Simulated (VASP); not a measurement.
A run of VASP 6.6.1 is set up as follows.

INCAR

```
SYSTEM = Be
  ALGO = Normal
  EDIFF = 1E-6
  ENCUT = 520
  GGA = RE
  ISIF = 2
  ISMEAR = -1
  LASPH = .True.
  LCHARG = .False.
  LREAL = .False.
  LWAVE = .False.
  NBANDS = 12
  NELM = 80
  PREC = Accurate
  SIGMA = 0.1
```

File KPOINTS:

```
k-points
0
Gamma
  21 21 6
  0 0 0
```

The input POSCAR:

```
Be
1.0
    2.2719206993      0.0000000000      0.0000000000
   -1.1359603497      1.9675410410      0.0000000000
    0.0000000000      0.0000000000      7.2270718984
Be
4
Direct
    1.0000000000      1.0000000000      1.0000000000
    1.0000000000      1.0000000000      0.5000000000
    0.3333333333      0.6666666667      0.2500000000
    0.6666666667      0.3333333333      0.7500000000
```

Potentials or basis: VASP PAW PBE potentials, release 64 (Be).

Run with:

```bash
$ cat potpaw_PBE.64/Be/POTCAR > POTCAR
$ mpirun -np 1 vasp_std > vasp.out
```

Problem. Estimate the band gap on the k mesh.

Solution. Zero (band 4 reaches 8.08 eV, above the bottom of band 5 at 6.48 eV).

Problem. What does it give for the pressure?

Solution. 0.1 GPa.

Stress tensor (GPa, compression positive):
```
-0.09  0.00  0.00
 0.00 -0.09  0.00
 0.00  0.00  0.35
```

Caveat: the PAW data sets were made with another functional, which shifts forces and pressure a little.
